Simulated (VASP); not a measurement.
# Zr2O: single point with r2SCAN

Crystal: Zr2O.

```
CELL_PARAMETERS angstrom
4.84573 0.00000 0.00000
0.00000 4.84573 0.00000
0.00000 0.00000 4.84573
ATOMIC_POSITIONS crystal
Zr 0.24874 0.24874 0.74747
Zr 0.75126 0.24874 0.25253
Zr 0.24874 0.75126 0.25253
Zr 0.75126 0.75126 0.74747
O 0.00000 0.00000 0.00000
O 0.50000 0.50000 0.50000
```

| Property | Result |
| --- | --- |
| Program | VASP 6.6.1 |
| Task | single point |
| Functional | r2SCAN |
| Potentials or basis | VASP PAW PBE potentials, release 64 (Zr_sv, O) |
| Cutoff | 520 eV |
| k mesh | 10 × 10 × 10 |
| Occupations | gaussian, width 0.15 eV |
| Spin | no spin polarisation |

The pressure is 0.1 GPa, the largest force is 0.013 eV/Å and the band gap on the k mesh is zero (bands 30 and 31 overlap by 0.86 eV).

Forces on the atoms (eV/Å):
```
Zr   0.005  0.005  0.011
Zr  -0.005  0.005 -0.011
Zr   0.005 -0.005 -0.011
Zr  -0.005 -0.005  0.011
O    0.000  0.000  0.000
O    0.000  0.000  0.000
```

Levels at points of the mesh, in eV from the Fermi level:
```
           k point  band 26  band 27  band 28  band 29  band 30  band 31  band 32  band 33  band 34  band 35
(0.00, 0.00, 0.00)    -2.00    -2.00    -1.70    -1.70    -1.70     1.71     1.71     2.61     2.61     2.71
(0.50, 0.00, 0.00)    -2.90    -0.73    -0.70    -0.38    -0.30    -0.19    -0.15     1.35     1.40     1.82
(0.00, 0.00, 0.50)    -2.89    -0.74    -0.69    -0.41    -0.26    -0.17    -0.17     1.33     1.43     1.87
(0.50, 0.50, 0.00)    -2.02    -1.59    -1.53    -0.04    -0.04     0.18     0.18     0.99     1.07     1.54
(0.00, 0.50, 0.50)    -2.01    -1.57    -1.55    -0.09     0.01     0.17     0.19     1.00     1.03     1.57
(0.50, 0.50, 0.50)    -2.63    -2.63     0.42     0.42     0.65     0.65     0.65     1.30     1.30     1.30
```

It took 25 min on 1 thread of Oxide Virtual Turin-like Processor (shared host), peak memory 0.48 GiB.

Caveat: the PAW data sets were made with another functional, which shifts forces and pressure a little.
